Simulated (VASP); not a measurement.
# WS2 in VASP: notebook

WS2 is run at these levels: PBE+D3(BJ); tasks: single point.

All numbers are computed with VASP 6.6.1; they aren't measurements. Logs are shortened: lines on timing, memory, paths and dates and some standing lists are left out, and cuts for length are marked.

**1. The cell of the first run**

The cell holds a slab with vacuum, 3 atoms: a = 3.096 Å, b = 3.096 Å, c = 32.291 Å, α = 90.00°, β = 90.00°, γ = 120.00°.

**2. Single point, PBE+D3(BJ)**

Input file INCAR:

```
SYSTEM = WS2
PREC = Accurate ; ENCUT = 520
EDIFF = 1E-7 ; ISMEAR = 0
SIGMA = 0.02 ; LREAL = .False.
LASPH = .True. ; NELM = 60
ALGO = Normal ; ISIF = 2
LWAVE = .False. ; LCHARG = .False.
LDIPOL = .True. ; IDIPOL = 3
DIPOL = 0.5 0.5 0.500 ; GGA = PE
IVDW = 12 ; NBANDS = 20
```

Input file KPOINTS:

```
Automatic mesh
0
Gamma
  12 12 1
  0 0 0
```

Input file POSCAR:

```
WS2
1.0
    3.0960000000      0.0000000000      0.0000000000
   -1.5480000000      2.6812146501      0.0000000000
    0.0000000000      0.0000000000     32.2910878415
S W
2 1
Direct
    0.3333333333      0.6666666667      0.4537394868
    0.3333333333      0.6666666667      0.5462727583
    0.6666666667      0.3333333333      0.5000061203
```

Potentials or basis: VASP PAW PBE potentials, release 64 (S, W_sv).

Command:

```
cat potpaw_PBE.64/S/POTCAR potpaw_PBE.64/W_sv/POTCAR > POTCAR
mpirun -np 1 vasp_std > vasp.out
```

OUTCAR:

```text
SYSTEM = WS2
   PREC = Accurate
   ENCUT = 520
   EDIFF = 1E-7
   ISMEAR = 0
   LREAL = .False.
   LASPH = .True.
   NELM = 60
   ISIF = 2
   GGA = PE
   IVDW = 12
 IVDW          = 12

 ion  position               nearest neighbor table
   1  0.333  0.667  0.454-   3 2.33   3 2.33   3 2.33
   2  0.333  0.667  0.546-   3 2.33   3 2.33   3 2.33
   3  0.667  0.333  0.500-   1 2.33   1 2.33   1 2.33   2 2.33   2 2.33   2 2.33

  LATTYP: Found a hexagonal cell.
 ALAT       =     3.0960000000
 C/A-ratio  =    10.4299379333

  Lattice vectors:

 A1 = (   3.0960000000,   0.0000000000,   0.0000000000)
 A2 = (  -1.5480000000,   2.6812146501,   0.0000000000)
 A3 = (   0.0000000000,   0.0000000000,  32.2910878415)

Analysis of symmetry for initial positions (statically):
=====================================================================
 Subroutine PRICEL returns:
 Original cell was already a primitive cell.

 Routine SETGRP: Setting up the symmetry group for a
 hexagonal supercell.

 Subroutine GETGRP returns: Found 12 space group operations
 (whereof  6 operations were pure point group operations)
 out of a pool of 24 trial point group operations.

The static configuration has the point symmetry C_3v.
 The point group associated with its full space group is D_3h.

Analysis of symmetry for dynamics (positions and initial velocities):
=====================================================================
 Subroutine PRICEL returns:
 Original cell was already a primitive cell.

 Routine SETGRP: Setting up the symmetry group for a
 hexagonal supercell.

 Subroutine GETGRP returns: Found 12 space group operations
 (whereof  6 operations were pure point group operations)
 out of a pool of 24 trial point group operations.

The dynamic configuration has the point symmetry C_3v.
 The point group associated with its full space group is D_3h.

 Subroutine INISYM returns: Found 12 space group operations
 (whereof  6 operations are pure point group operations),
 and found     1 'primitive' translations

----------------------------------------------------------------------------------------

                                     Primitive cell

  volume of cell :     268.0496

  direct lattice vectors                    reciprocal lattice vectors
     3.096000000  0.000000000  0.000000000     0.322997416  0.186482645  0.000000000
    -1.548000000  2.681214650  0.000000000     0.000000000  0.372965290  0.000000000
     0.000000000  0.000000000 32.291087842     0.000000000  0.000000000  0.030968297

  length of vectors
     3.096000000  3.096000000 32.291087842     0.372965290  0.372965290  0.030968297

  position of ions in fractional coordinates (direct lattice)
     0.333333333  0.666666667  0.453739487
     0.333333333  0.666666667  0.546272758
     0.666666667  0.333333333  0.500006120

  ion indices of the primitive-cell ions
   primitive index   ion index
                 1           1
                 2           2
                 3           3

----------------------------------------------------------------------------------------

 KPOINTS: Automatic mesh

Automatic generation of k-mesh.
 Grid dimensions read from file:
 generate k-points for:   12   12    1

 Generating k-lattice:

  Cartesian coordinates                     Fractional coordinates (reciprocal lattice)
     0.026916451  0.015540220  0.000000000     0.083333333 -0.000000000  0.000000000
     0.000000000  0.031080441  0.000000000     0.000000000  0.083333333  0.000000000
     0.000000000  0.000000000  0.030968297     0.000000000  0.000000000  1.000000000

  Length of vectors
     0.031080441  0.031080441  0.030968297

  Shift w.r.t. Gamma in fractional coordinates (k-lattice)
     0.000000000  0.000000000  0.000000000

 Subroutine IBZKPT returns following result:
 ===========================================

 Found     19 irreducible k-points:

 Following reciprocal coordinates:
            Coordinates               Weight
  0.000000  0.000000  0.000000      1.000000
  0.083333  0.000000  0.000000      6.000000
  0.166667  0.000000  0.000000      6.000000
  0.250000  0.000000  0.000000      6.000000
  0.333333  0.000000  0.000000      6.000000
  0.416667  0.000000  0.000000      6.000000
[... 11 lines left out ...]
  0.333333  0.250000  0.000000     12.000000
  0.333333  0.333333  0.000000      2.000000
   k-points           NKPTS =     19   k-points in BZ     NKDIM =     19   number of bands    NBANDS=     20
   number of dos      NEDOS =    301   number of ions     NIONS =      3
   total plane-waves  NPLWV = 138240
   dimension x,y,z NGX =    24 NGY =   24 NGZ =  240
   dimension x,y,z NGXF=    48 NGYF=   48 NGZF=  480
   ions per type =               2   1
   NGX,Y,Z   is equivalent  to a cutoff of  12.89, 12.89, 12.36 a.u.
   NGXF,Y,Z  is equivalent  to a cutoff of  25.77, 25.77, 24.71 a.u.
 SYSTEM =  WS2
   PREC   = accura    normal or accurate (medium, high low for compatibility)
   ISTART =      0    job   : 0-new  1-cont  2-samecut
   ICHARG =      2    charge: 1-file 2-atom 10-const
   ISPIN  =      1    spin polarized calculation?
   LNONCOLLINEAR =      F non collinear calculations
   LSORBIT =      F    spin-orbit coupling
   LASPH  =      T    aspherical Exc in radial PAW
   ENCUT  =  520.0 eV  38.22 Ry    6.18 a.u.   5.76  5.76 60.04*2*pi/ulx,y,z
   NELM   =     60;   NELMIN=  2; NELMDL= -5     # of ELM steps
   EDIFF  = 0.1E-06   stopping-criterion for ELM
   LREAL  =      F    real-space projection
   EDIFFG = 0.1E-05   stopping-criterion for IOM
   NSW    =      0    number of steps for IOM
   IBRION =     -1    ionic relax: 0-MD 1-quasi-New 2-CG
   NFREE  =      0    steps in history (QN), initial steepest desc. (CG)
   ISIF   =      2    stress and relaxation
   ISYM   =      2    0-nonsym 1-usesym 2-fastsym
   POTIM  = 0.5000    time-step for ionic-motion
   TEBEG  =    0.0;   TEEND  =   0.0 temperature during run
   PSTRESS=    0.0 pullay stress
   NELECT =      26.0000    total number of electrons
   NUPDOWN=      -1.0000    fix difference up-down
   EMIN   =  10.00;   EMAX   =-10.00  energy-range for DOS
   EFERMI =   0.00;   METHOD = LEGACY
   ISMEAR =     0;   SIGMA  =   0.02  broadening in eV -4-tet -1-fermi 0-gaus
   EFERMI_NEDOS =   21; number of points for ismear=-14 and -15
   IALGO  =     38    algorithm
   IMIX   =      4    mixing-type and parameters
     AMIX     =   0.40;   BMIX     =  1.00
     AMIX_MAG =   1.60;   BMIX_MAG =  1.00
  volume/ion in A,a.u.               =      89.35       602.96
  Fermi-wavevector in a.u.,A,eV,Ry     =   0.752190  1.421433  7.698037  0.565790
  Thomas-Fermi vector in A             =   1.849344
   LORBIT       =      0    0 simple, 1 ext, 2 COOP (PROOUT), +10 PAW based schemes
   GGA     = PE    functional components
   LHFCALC =     F    Hartree Fock is set to
   AEXX    =    0.0000 exact exchange contribution
   IVDW    =    12    specifies the selected vdW correction
   LEPSILON=     F    determine dielectric tensor
   LRPA    =     F    only Hartree local field effects (RPA)
 non-spin polarized calculation
 Gauss-broadening in eV      SIGMA  =   0.02
  energy-cutoff  :      520.00
  volume of cell :      268.05
 maximum number of plane-waves:      7248
 NGX is ok and might be reduce to    24
   NGX = 11   NGY = 11   NGZ =121

 dipolmoment           0.000000      0.000000      0.000000 electrons x Angstroem

 number of electron      25.9999999 magnetization

 dipolmoment           0.000000      0.000000     -0.000001 electrons x Angstroem

 Free energy of the ion-electron system (eV)
  ---------------------------------------------------
  ext. energy  EPLUGINS =         0.00000000
  ---------------------------------------------------
  free energy    TOTEN  =       -23.31888985 eV

  energy without entropy =      -23.31888985  energy(sigma->0) =      -23.31888985

 E-fermi :  -2.9126     XC(G=0):  -2.4333

 val. band max:       -3.1873675272   @ k =   0.0000   0.0000   0.0000
 cond. band min:      -1.3601676370   @ k =   0.3333   0.3333   0.0000
 fundamental gap:      1.8271998902
 Fermi energy:        -2.9126335291

 k-point     1 :       0.0000    0.0000    0.0000
  band No.  band energies     occupation
      1     -77.0106      2.00000
      2     -41.3740      2.00000
      3     -41.1455      2.00000
      4     -41.1455      2.00000
      5     -18.6485      2.00000
      6     -16.5849      2.00000
[... 12 lines left out ...]
     19       2.0945      0.00000
     20       2.4840      0.00000

 k-point     2 :       0.0833    0.0000    0.0000
  band No.  band energies     occupation
      1     -77.0089      2.00000
      2     -41.3679      2.00000
      3     -41.1781      2.00000
      4     -41.1529      2.00000
      5     -18.5156      2.00000
      6     -16.5467      2.00000
[... 12 lines left out ...]
     19       2.2401      0.00000
     20       2.6768      0.00000

 k-point     3 :       0.1667    0.0000    0.0000
  band No.  band energies     occupation
      1     -77.0041      2.00000
      2     -41.3511      2.00000
      3     -41.2664      2.00000
      4     -41.1731      2.00000
      5     -18.1381      2.00000
      6     -16.4387      2.00000
[... 12 lines left out ...]
     19       2.6648      0.00000
     20       3.1169      0.00000

 k-point     4 :       0.2500    0.0000    0.0000
  band No.  band energies     occupation
      1     -76.9976      2.00000
      2     -41.3850      2.00000
      3     -41.3282      2.00000
      4     -41.2005      2.00000
      5     -17.5793      2.00000
      6     -16.2812      2.00000
[... 314 lines left out ...]
 k-point    18 :       0.3333    0.2500    0.0000
  band No.  band energies     occupation
      1     -76.9822      2.00000
      2     -41.5355      2.00000
      3     -41.3914      2.00000
      4     -41.2735      2.00000
      5     -15.9250      2.00000
      6     -15.7758      2.00000
[... 12 lines left out ...]
     19       4.9069      0.00000
     20       6.0963      0.00000

 k-point    19 :       0.3333    0.3333    0.0000
  band No.  band energies     occupation
      1     -76.9813      2.00000
      2     -41.5010      2.00000
      3     -41.4457      2.00000
      4     -41.2704      2.00000
      5     -15.8147      2.00000
      6     -15.7303      2.00000
[... 12 lines left out ...]
     19       4.1301      0.00000
     20       6.2713      0.00000

------------------------ aborting loop because EDIFF is reached ----------------------------------------

 vacuum level on the upper side and lower side of the slab       (xc-potential included)        -0.009        -0.009

 Edisp (eV)   -0.98761

 E8    (eV) :    -0.4447

  FORCE on cell =-STRESS in cart. coord.  units (eV):
  Direction    XX          YY          ZZ          XY          YZ          ZX
  --------------------------------------------------------------------------------------
  -------------------------------------------------------------------------------------
  Total       5.00271     5.00271     7.28126    -0.00000     0.00000     0.00000
  in kB      29.90206    29.90206    43.52132    -0.00000     0.00000     0.00000
  external pressure =       34.44 kB  Pullay stress =        0.00 kB

 VOLUME and BASIS-vectors are now :
 -----------------------------------------------------------------------------
  energy-cutoff  :      520.00
  volume of cell :      268.05
      direct lattice vectors                 reciprocal lattice vectors
     3.096000000  0.000000000  0.000000000     0.322997416  0.186482645  0.000000000
    -1.548000000  2.681214650  0.000000000     0.000000000  0.372965290  0.000000000
     0.000000000  0.000000000 32.291087842     0.000000000  0.000000000  0.030968297

 POSITION                                       TOTAL-FORCE (eV/Angst)
 -----------------------------------------------------------------------------------
     -0.00000      1.78748     14.65174         0.000000     -0.000000     -2.446306
     -0.00000      1.78748     17.63974         0.000000     -0.000000      2.446306
      1.54800      0.89374     16.14574        -0.000000      0.000000     -0.000000
 -----------------------------------------------------------------------------------
    total drift:                                0.000000     -0.000000     -0.000153

  FREE ENERGIE OF THE ION-ELECTRON SYSTEM (eV)
  ---------------------------------------------------
  free  energy   TOTEN  =       -24.3064963414 eV

  energy  without entropy=      -24.3064963414  energy(sigma->0) =      -24.30649634

 vacuum level on the upper side and lower side of the slab         2.466         2.466
```

It took 1.8 min on 1 thread of Intel Xeon Platinum 8488C (Sapphire Rapids), shared host; peak memory 0.41 GiB.

Results:

| Item | Value |
| --- | --- |
| Free energy | -24.3065 eV |
| Largest force | 2.446 eV/Å |
| Band gap on the k mesh | 1.83 eV, indirect (least direct gap 1.92 eV) |
| Dispersion energy per atom | -0.329 eV |

Forces in eV/Å, atoms in the order of the input:
```
S    0.000  0.000 -2.446
S    0.000  0.000  2.446
W    0.000  0.000  0.000
```

Caveat: spin-orbit coupling is left out, which moves the levels of the heavy elements.

**3. Single point, PBE+D3(BJ)**

Input file INCAR:

```
  PREC = Accurate
  ENCUT = 520
  EDIFF = 1E-6
  ISMEAR = 0
  SIGMA = 0.02
  LREAL = False
  LASPH = True
  NELM = 100
  ALGO = Normal
  ISIF = 2
  LWAVE = False
  LCHARG = False
  LDIPOL = True
  IDIPOL = 3
  DIPOL = 0.5 0.5 0.500
  GGA = PE
  IVDW = 12
  NBANDS = 20
```

Input file KPOINTS:

```
Automatic mesh
0
Gamma
  12 12 1
```

Input file POSCAR:

```
WS2
1.0
    3.0960000000      0.0000000000      0.0000000000
   -1.5480000000      2.6812146501      0.0000000000
    0.0000000000      0.0000000000     32.2910878415
S W
2 1
Direct
    0.3333333333      0.6666666667      0.4512000864
    0.3333333333      0.6666666667      0.5488121587
    0.6666666667      0.3333333333      0.5000061202
```

Potentials or basis: VASP PAW PBE potentials, release 64 (S, W_sv).

Command:

```
cat potpaw_PBE.64/S/POTCAR potpaw_PBE.64/W_sv/POTCAR > POTCAR
mpirun -np 1 vasp_std > vasp.out
```

Run time: 1.8 min. Hardware: 1 thread of Intel Xeon Platinum 8488C (Sapphire Rapids), shared host; peak memory 0.41 GiB.

It converged, with:

- Free energy: -24.5418 eV
- Largest force: 0.491 eV/Å
- Band gap on the k mesh: 1.97 eV, indirect (least direct gap 2.17 eV)
- Dispersion energy per atom: -0.323 eV

Forces in eV/Å, atoms in the order of the input:
```
S    0.000  0.000 -0.491
S    0.000  0.000  0.491
W    0.000  0.000  0.000
```

Levels at points of the mesh, in eV from the valence-band top:
```tsv
k point	band 11	band 12	band 13	band 14	band 15	band 16
(0.00, 0.00, 0.00)	-1.48	-1.48	-0.32	3.12	3.12	3.24
(0.50, 0.00, 0.00)	-2.36	-1.10	-1.02	3.25	3.55	4.14
```

Caveat: spin-orbit coupling is left out, which moves the levels of the heavy elements.
